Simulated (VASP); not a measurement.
# Mo6C in VASP: notebook

Runs on Mo6C. Level: PBEsol. Tasks: single point.

Everything below comes from runs of VASP 6.6.1. Logs are shortened: lines on timing, memory, paths and dates and some standing lists are left out, and cuts for length are marked.

### 1 The cell of the first run

The cell holds a slab with vacuum, 7 atoms: a = 4.426 Å, b = 4.426 Å, c = 19.725 Å, α = 90.00°, β = 90.00°, γ = 120.00°.

### 2 Single point, PBEsol

File INCAR:

```
PREC = Accurate ; ENCUT = 520
EDIFF = 1E-7 ; ISMEAR = 0
SIGMA = 0.1 ; LREAL = False
LASPH = True ; NELM = 100
ALGO = Normal ; ISIF = 2
LWAVE = False ; LCHARG = False
LDIPOL = True ; IDIPOL = 3
DIPOL = 0.5 0.5 0.334 ; GGA = PS
NBANDS = 53
```

File KPOINTS:

```
Automatic mesh
0
Gamma
  6 6 1
```

File POSCAR:

```
Mo6C
1.0
    4.4256825775      0.0000000000      0.0000000000
   -2.2128412887      3.8327535412      0.0000000000
    0.0000000000      0.0000000000     19.7247696083
Mo C
6 1
Direct
    0.6666666666      0.3333333333      0.2027907083
    0.3333333333      0.6666666667      0.2485904155
    0.0000000000      0.0000000000      0.2943901228
    0.6666666666      0.3333333333      0.3368101117
    0.3333333333      0.6666666667      0.3772266205
    0.0000000000      0.0000000000      0.4169767136
    0.2222222222      0.4444444444      0.4631124490
```

Potentials or basis: VASP PAW PBE potentials, release 64 (Mo_sv, C).

Run with:

```sh
cat potpaw_PBE.64/Mo_sv/POTCAR potpaw_PBE.64/C/POTCAR > POTCAR
mpirun -np 1 vasp_std > vasp.out
```

OUTCAR:

```text
PREC = Accurate
   ENCUT = 520
   EDIFF = 1E-7
   ISMEAR = 0
   LREAL = False
   LASPH = True
   NELM = 100
   ISIF = 2
   GGA = PS

 ion  position               nearest neighbor table
   1  0.667  0.333  0.203-   4 2.64   2 2.71   2 2.71   2 2.71   3 3.13   3 3.13   3 3.13
   2  0.333  0.667  0.249-   5 2.54   1 2.71   1 2.71   1 2.71   3 2.71   3 2.71   3 2.71   4 3.09
                             4 3.09   4 3.09
   3  0.000  0.000  0.294-   6 2.42   4 2.69   4 2.69   4 2.69   2 2.71   2 2.71   2 2.71   5 3.03
                             5 3.03   5 3.03   1 3.13   1 3.13   1 3.13
   4  0.667  0.333  0.337-   1 2.64   5 2.68   5 2.68   5 2.68   3 2.69   3 2.69   3 2.69   6 3.00
                             6 3.00   6 3.00   2 3.09   2 3.09   2 3.09
   5  0.333  0.667  0.377-   7 1.90   2 2.54   6 2.67   6 2.67   6 2.67   4 2.68   4 2.68   4 2.68
                             3 3.03   3 3.03   3 3.03
   6  0.000  0.000  0.417-   7 1.93   3 2.42   5 2.67   5 2.67   5 2.67   4 3.00   4 3.00   4 3.00

   7  0.222  0.444  0.463-   5 1.90   6 1.93

  LATTYP: Found a hexagonal cell.
 ALAT       =     4.4256825775
 C/A-ratio  =     4.4568875564

  Lattice vectors:

 A1 = (   4.4256825775,   0.0000000000,   0.0000000000)
 A2 = (  -2.2128412887,   3.8327535412,   0.0000000000)
 A3 = (   0.0000000000,   0.0000000000,  19.7247696083)

Analysis of symmetry for initial positions (statically):
=====================================================================
 Subroutine PRICEL returns:
 Original cell was already a primitive cell.

 Routine SETGRP: Setting up the symmetry group for a
 hexagonal supercell.

 Subroutine GETGRP returns: Found  2 space group operations
 (whereof  2 operations were pure point group operations)
 out of a pool of 24 trial point group operations.

The static configuration has the point symmetry C_1h.

Analysis of symmetry for dynamics (positions and initial velocities):
=====================================================================
 Subroutine PRICEL returns:
 Original cell was already a primitive cell.

 Routine SETGRP: Setting up the symmetry group for a
 hexagonal supercell.

 Subroutine GETGRP returns: Found  2 space group operations
 (whereof  2 operations were pure point group operations)
 out of a pool of 24 trial point group operations.

The dynamic configuration has the point symmetry C_1h.

 Subroutine INISYM returns: Found  2 space group operations
 (whereof  2 operations are pure point group operations),
 and found     1 'primitive' translations

----------------------------------------------------------------------------------------

                                     Primitive cell

  volume of cell :     334.5824

  direct lattice vectors                    reciprocal lattice vectors
     4.425682577  0.000000000  0.000000000     0.225953846  0.130454514  0.000000000
    -2.212841289  3.832753541  0.000000000     0.000000000  0.260909028  0.000000000
     0.000000000  0.000000000 19.724769608     0.000000000  0.000000000  0.050697677

  length of vectors
     4.425682577  4.425682577 19.724769608     0.260909028  0.260909028  0.050697677

  position of ions in fractional coordinates (direct lattice)
     0.666666667  0.333333333  0.202790708
     0.333333333  0.666666667  0.248590415
     0.000000000  0.000000000  0.294390123
     0.666666667  0.333333333  0.336810112
     0.333333333  0.666666667  0.377226620
     0.000000000  0.000000000  0.416976714
     0.222222222  0.444444444  0.463112449

  ion indices of the primitive-cell ions
   primitive index   ion index
                 1           1
                 2           2
                 3           3
                 4           4
                 5           5
                 6           6
                 7           7

----------------------------------------------------------------------------------------

 KPOINTS: Automatic mesh

Automatic generation of k-mesh.
 Grid dimensions read from file:
 generate k-points for:    6    6    1

 Generating k-lattice:

  Cartesian coordinates                     Fractional coordinates (reciprocal lattice)
     0.037658974  0.021742419  0.000000000     0.166666667  0.000000000  0.000000000
     0.000000000  0.043484838  0.000000000     0.000000000  0.166666667  0.000000000
     0.000000000  0.000000000  0.050697677     0.000000000  0.000000000  1.000000000

  Length of vectors
     0.043484838  0.043484838  0.050697677

  Shift w.r.t. Gamma in fractional coordinates (k-lattice)
     0.000000000  0.000000000  0.000000000

 Subroutine IBZKPT returns following result:
 ===========================================

 Found     13 irreducible k-points:

 Following reciprocal coordinates:
            Coordinates               Weight
  0.000000  0.000000  0.000000      1.000000
  0.166667  0.000000  0.000000      4.000000
  0.000000  0.166667  0.000000      2.000000
  0.333333  0.000000  0.000000      4.000000
  0.000000  0.333333  0.000000      2.000000
  0.500000  0.000000  0.000000      2.000000
  0.000000  0.500000  0.000000      1.000000
  0.166667  0.166667  0.000000      4.000000
 -0.333333  0.166667  0.000000      2.000000
  0.333333  0.166667  0.000000      4.000000
 -0.166667  0.500000  0.000000      4.000000
  0.500000  0.333333  0.000000      4.000000
  0.333333  0.333333  0.000000      2.000000
   k-points           NKPTS =     13   k-points in BZ     NKDIM =     13   number of bands    NBANDS=     53
   number of dos      NEDOS =    301   number of ions     NIONS =      7
   total plane-waves  NPLWV = 194400
   dimension x,y,z NGX =    36 NGY =   36 NGZ =  150
   dimension x,y,z NGXF=    72 NGYF=   72 NGZF=  300
   ions per type =               6   1
   NGX,Y,Z   is equivalent  to a cutoff of  13.52, 13.52, 12.64 a.u.
   NGXF,Y,Z  is equivalent  to a cutoff of  27.05, 27.05, 25.28 a.u.
 SYSTEM =  unknown system
   PREC   = accura    normal or accurate (medium, high low for compatibility)
   ISTART =      0    job   : 0-new  1-cont  2-samecut
   ICHARG =      2    charge: 1-file 2-atom 10-const
   ISPIN  =      1    spin polarized calculation?
   LNONCOLLINEAR =      F non collinear calculations
   LSORBIT =      F    spin-orbit coupling
   LASPH  =      T    aspherical Exc in radial PAW
   ENCUT  =  520.0 eV  38.22 Ry    6.18 a.u.   8.23  8.23 36.67*2*pi/ulx,y,z
   NELM   =    100;   NELMIN=  2; NELMDL= -5     # of ELM steps
   EDIFF  = 0.1E-06   stopping-criterion for ELM
   LREAL  =      F    real-space projection
   EDIFFG = 0.1E-05   stopping-criterion for IOM
   NSW    =      0    number of steps for IOM
   IBRION =     -1    ionic relax: 0-MD 1-quasi-New 2-CG
   NFREE  =      0    steps in history (QN), initial steepest desc. (CG)
   ISIF   =      2    stress and relaxation
   ISYM   =      2    0-nonsym 1-usesym 2-fastsym
   POTIM  = 0.5000    time-step for ionic-motion
   TEBEG  =    0.0;   TEEND  =   0.0 temperature during run
   PSTRESS=    0.0 pullay stress
   NELECT =      88.0000    total number of electrons
   NUPDOWN=      -1.0000    fix difference up-down
   EMIN   =  10.00;   EMAX   =-10.00  energy-range for DOS
   EFERMI =   0.00;   METHOD = LEGACY
   ISMEAR =     0;   SIGMA  =   0.10  broadening in eV -4-tet -1-fermi 0-gaus
   EFERMI_NEDOS =   21; number of points for ismear=-14 and -15
   IALGO  =     38    algorithm
   IMIX   =      4    mixing-type and parameters
     AMIX     =   0.40;   BMIX     =  1.00
     AMIX_MAG =   1.60;   BMIX_MAG =  1.00
  volume/ion in A,a.u.               =      47.80       322.55
  Fermi-wavevector in a.u.,A,eV,Ry     =   1.048901  1.982136 14.969052  1.100194
  Thomas-Fermi vector in A             =   2.183842
   LORBIT       =      0    0 simple, 1 ext, 2 COOP (PROOUT), +10 PAW based schemes
   GGA     = PS    functional components
   LHFCALC =     F    Hartree Fock is set to
   AEXX    =    0.0000 exact exchange contribution
   IVDW    =     0    specifies the selected vdW correction
   LEPSILON=     F    determine dielectric tensor
   LRPA    =     F    only Hartree local field effects (RPA)
 non-spin polarized calculation
 Gauss-broadening in eV      SIGMA  =   0.10
  energy-cutoff  :      520.00
  volume of cell :      334.58
 maximum number of plane-waves:      9055
 NGX is ok and might be reduce to    36
   NGX = 17   NGY = 17   NGZ = 73

 dipolmoment           0.000000      0.000000     -0.017485 electrons x Angstroem

 number of electron      88.0000012 magnetization

 dipolmoment           0.000000      0.000000      0.156693 electrons x Angstroem

 Free energy of the ion-electron system (eV)
  ---------------------------------------------------
  ext. energy  EPLUGINS =         0.00000000
  ---------------------------------------------------
  free energy    TOTEN  =       -71.11092402 eV

  energy without entropy =      -71.08326862  energy(sigma->0) =      -71.09709632

 E-fermi :   0.4920     XC(G=0):  -5.0669

 val. band max:        0.4647030518   @ k =   0.0000   0.5000   0.0000
 cond. band min:       0.5079353822   @ k =   0.3333   0.3333   0.0000
 fundamental gap:      0.0432323304
 Fermi energy:         0.4920370427

 k-point     1 :       0.0000    0.0000    0.0000
  band No.  band energies     occupation
      1     -60.5633      2.00000
      2     -60.3037      2.00000
      3     -60.2716      2.00000
      4     -60.2197      2.00000
      5     -60.1235      2.00000
      6     -60.0078      2.00000
[... 45 lines left out ...]
     52       2.6506      0.00000
     53       2.6511      0.00000

 k-point     2 :       0.1667    0.0000    0.0000
  band No.  band energies     occupation
      1     -60.5405      2.00000
      2     -60.3094      2.00000
      3     -60.2624      2.00000
      4     -60.2191      2.00000
      5     -60.1368      2.00000
      6     -60.0226      2.00000
[... 45 lines left out ...]
     52       2.4880      0.00000
     53       2.6591      0.00000

 k-point     3 :       0.0000    0.1667    0.0000
  band No.  band energies     occupation
      1     -60.5404      2.00000
      2     -60.3094      2.00000
      3     -60.2623      2.00000
      4     -60.2190      2.00000
      5     -60.1370      2.00000
      6     -60.0228      2.00000
[... 45 lines left out ...]
     52       2.3817      0.00000
     53       2.6497      0.00000
[... 449 lines left out ...]
 k-point    12 :       0.5000    0.3333    0.0000
  band No.  band energies     occupation
      1     -60.4433      2.00000
      2     -60.3524      2.00000
      3     -60.2208      2.00000
      4     -60.2139      2.00000
      5     -60.1835      2.00000
      6     -60.0812      2.00000
[... 45 lines left out ...]
     52       2.2065      0.00000
     53       2.3451      0.00000

 k-point    13 :       0.3333    0.3333    0.0000
  band No.  band energies     occupation
      1     -60.4189      2.00000
      2     -60.3601      2.00000
      3     -60.2272      2.00000
      4     -60.2081      2.00000
      5     -60.1851      2.00000
      6     -60.0966      2.00000
[... 45 lines left out ...]
     52       1.9209      0.00000
     53       2.5228      0.00000

------------------------ aborting loop because EDIFF is reached ----------------------------------------

 vacuum level on the upper side and lower side of the slab       (xc-potential included)         0.760        -0.907

  FORCE on cell =-STRESS in cart. coord.  units (eV):
  Direction    XX          YY          ZZ          XY          YZ          ZX
  --------------------------------------------------------------------------------------
  -------------------------------------------------------------------------------------
  Total       -4.8107008      0.1671772      3.4846465      0.0000000     -1.7222105     -0.0000000
  in kB      -23.0364647      0.8005428     16.6865372      0.0000000     -8.2469567     -0.0000000
  external PRESSURE =      -1.8497949 kB  Pullay stress =       0.0000000 kB

 VOLUME and BASIS-vectors are now :
 -----------------------------------------------------------------------------
  energy-cutoff  :      520.00
  volume of cell :      334.58
      direct lattice vectors                 reciprocal lattice vectors
     4.425682577  0.000000000  0.000000000     0.225953846  0.130454514  0.000000000
    -2.212841289  3.832753541  0.000000000     0.000000000  0.260909028  0.000000000
     0.000000000  0.000000000 19.724769608     0.000000000  0.000000000  0.050697677

 POSITION                                       TOTAL-FORCE (eV/Angst)
 -----------------------------------------------------------------------------------
      2.21284      1.27758      4.00000        -0.000000     -0.088074      2.426388
     -0.00000      2.55517      4.90339        -0.000000     -0.034114     -1.889941
      0.00000      0.00000      5.80678         0.000000      0.666983     -2.273110
      2.21284      1.27758      6.64350        -0.000000     -0.242132     -1.306387
     -0.00000      2.55517      7.44071         0.000000      1.227855      0.139855
      0.00000      0.00000      8.22477        -0.000000     -1.514105      2.857567
      0.00000      1.70345      9.13479        -0.000000     -0.016412      0.045629
 -----------------------------------------------------------------------------------
    total drift:                                0.000002      0.000004     -0.000357

  FREE ENERGIE OF THE ION-ELECTRON SYSTEM (eV)
  ---------------------------------------------------
  free  energy   TOTEN  =       -71.1109240180 eV

  energy  without entropy=      -71.0832686234  energy(sigma->0) =      -71.09709632

 vacuum level on the upper side and lower side of the slab         5.774         4.070
```

Run time: 7.3 min. Hardware: 1 thread of AMD EPYC 9R45 (Zen 5), shared host; peak memory 0.51 GiB.

Results:

```
Free energy            : -71.1109 eV
Largest force          : 3.234 eV/Å
Band gap on the k mesh : zero (bands 44 and 45 overlap by 0.16 eV)
```

Forces on the atoms (eV/Å):
```
Mo   0.000 -0.088  2.426
Mo   0.000 -0.034 -1.890
Mo   0.000  0.667 -2.273
Mo   0.000 -0.242 -1.306
Mo   0.000  1.228  0.140
Mo   0.000 -1.514  2.858
C    0.000 -0.016  0.046
```

Caveat: the PAW data sets were made with another functional, which shifts forces and pressure a little.

(Part 1 of 2 ends here.)

The gap in the log of VASP goes by the Fermi energy; the results here count the filled bands.